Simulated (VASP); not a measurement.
Crystal: Pb.

```
Pb
1.0
     2.61162    0.00000    0.00000
     0.00000    2.75959    0.00000
     0.00000    0.00000    4.89413
Pb
1
Direct
  0.50000 0.00000 0.50000
```

The cell was built from a structure type or drawn by symmetry, and may not be a known phase.

| Quantity | Value |
| --- | --- |
| Program | VASP 6.6.1 |
| Task | relaxation of cell and atoms |
| Functional | PBE |
| Potentials or basis | VASP PAW PBE potentials, release 64 (Pb_d) |
| Cutoff | 600 eV |
| k mesh | 6 × 6 × 4 |
| Occupations | gaussian, width 0.1 eV |
| Spin | no spin polarisation |

At the start: pressure 24.7 GPa; volume 35.27 Å³/atom.

Q: Where does the relaxation end?

A: Over 29 steps the energy falls by 1609.8 meV/atom and the volume is 34.45 Å³/atom (-2.3 %); space group Pmmm (No. 47, to 0.1 Å) before, P4/mmm (No. 123, to 0.1 Å).

The path:
| step | energy change (eV) | largest force (eV/Å) | pressure (GPa) | volume (Å³) |
| --- | --- | --- | --- | --- |
| 1 | 0.0000 | 0.0000 | 24.72 | 35.27 |
| 2 | -0.6531 | 0.0000 | -4.37 | 68.18 |
| 3 | -1.1295 | 0.0000 | -1.09 | 49.57 |
| 4 | -1.1304 | 0.0000 | -0.91 | 49.26 |
| 5 | -1.1307 | 0.0000 | -0.69 | 48.93 |
| 6 | -1.1591 | 0.0000 | -0.95 | 47.80 |
| 7 | -1.1610 | 0.0000 | -0.93 | 47.45 |
| 8 | -1.1901 | 0.0000 | -0.95 | 45.63 |
| 9 | -1.2355 | 0.0000 | -0.88 | 43.12 |
| 10 | -1.3428 | 0.0000 | -0.68 | 38.08 |
| 11 | -1.2484 | 0.0000 | 15.92 | 27.95 |
| 12 | -1.3759 | 0.0000 | -0.19 | 36.46 |
| 13 | -1.4039 | 0.0000 | 1.73 | 33.63 |
| 14 | -1.4241 | 0.0000 | 1.93 | 33.14 |
| 15 | -1.4917 | 0.0000 | 3.60 | 31.63 |
| 16 | -1.1883 | 0.0000 | 17.71 | 28.39 |
| 17 | -1.5094 | 0.0000 | 4.39 | 31.23 |
| 18 | -1.4835 | 0.0000 | 8.73 | 29.84 |
| 19 | -1.5210 | 0.0000 | 5.49 | 30.78 |
| 20 | -1.5213 | 0.0000 | 5.98 | 30.60 |
| 21 | -1.5526 | 0.0000 | 5.27 | 31.08 |
| 22 | -1.5586 | 0.0000 | 4.83 | 31.67 |
| 23 | -1.5604 | 0.0000 | 4.90 | 31.51 |
| 24 | -1.5900 | 0.0000 | 2.97 | 32.45 |
| 25 | -1.6088 | 0.0000 | 0.56 | 33.91 |
| 26 | -1.6092 | 0.0000 | 0.25 | 34.15 |
| 27 | -1.6092 | 0.0000 | 0.18 | 34.21 |
| 28 | -1.6096 | 0.0000 | 0.11 | 34.29 |
| 29 | -1.6098 | 0.0000 | 0.00 | 34.45 |

Final structure:
```
Pb
1.0
     3.39437    0.00000    0.00000
     0.00000    3.40112    0.00000
     0.00000    0.00000    2.98446
Pb
1
Cartesian
  1.6972 0.0000 1.4922
```

Caveat: the k points lie up to 0.53 Å⁻¹ apart in the final cell, too coarse for converged energies and pressures of a metal; a cell axis changed by over 15 % at a fixed basis, so the end point is rough.
